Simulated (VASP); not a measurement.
Here is a VASP 6.6.1 calculation.

POSCAR

```
HfO2
1.0
    5.2881483861      0.0000000000      0.0000000000
    0.0000000000      5.0706233964      0.0000000000
    0.0000000000      0.0000000000      5.0989121849
Hf O
4 8
Direct
    0.9669940000      0.7325208200      0.7414403500
    0.5330060000      0.7325208200      0.2414403500
    0.4669940000      0.2674791800      0.7414403500
    0.0330060000      0.2674791800      0.2414403500
    0.6321274500      0.9286454000      0.8792672600
    0.8678725500      0.9286454000      0.3792672600
    0.2339485200      0.5398830500      0.4922923900
    0.2660514800      0.5398830500      0.9922923900
    0.7660514800      0.4601169500      0.9922923900
    0.7339485200      0.4601169500      0.4922923900
    0.1321274500      0.0713546000      0.8792672600
    0.3678725500      0.0713546000      0.3792672600
```

File INCAR.step1:

```
PREC = Accurate ; ENCUT = 520
ISMEAR = -1 ; SIGMA = 0.05
LREAL = F ; LASPH = T
NELM = 80 ; NBANDS = 56
GGA = PE ; ALGO = Normal
EDIFF = 1E-4 ; LWAVE = T
LCHARG = F
```

File INCAR.step2:

```
PREC = Accurate ; ENCUT = 520
EDIFF = 1E-7 ; ISMEAR = -1
SIGMA = 0.05 ; LREAL = F
LASPH = T ; NELM = 80
ALGO = Normal ; ISIF = 2
LWAVE = F ; LCHARG = F
METAGGA = R2SCAN ; LMIXTAU = T
NBANDS = 56 ; ISTART = 1
```

The input KPOINTS:

```
regular mesh
0
Gamma
  5 6 5
```

Potentials or basis: VASP PAW PBE potentials, release 64 (Hf_pv, O).

Run with:

```bash
$ cat potpaw_PBE.64/Hf_pv/POTCAR potpaw_PBE.64/O/POTCAR > POTCAR
$ cp INCAR.step1 INCAR
$ mpirun -np 1 vasp_std > vasp.out
$ cp INCAR.step2 INCAR
$ mpirun -np 1 vasp_std > vasp.out
```

Q: What does it give for the pressure?

A: -9.6 GPa.

Q: What does it give for the largest force?

A: 0.159 eV/Å.

Stress tensor (GPa, compression positive):
```
-9.57  0.00  0.00
 0.00 -9.99  0.00
 0.00  0.00 -9.12
```

Caveat: the cell stands under tension; the PAW data sets were made with another functional, which shifts forces and pressure a little.
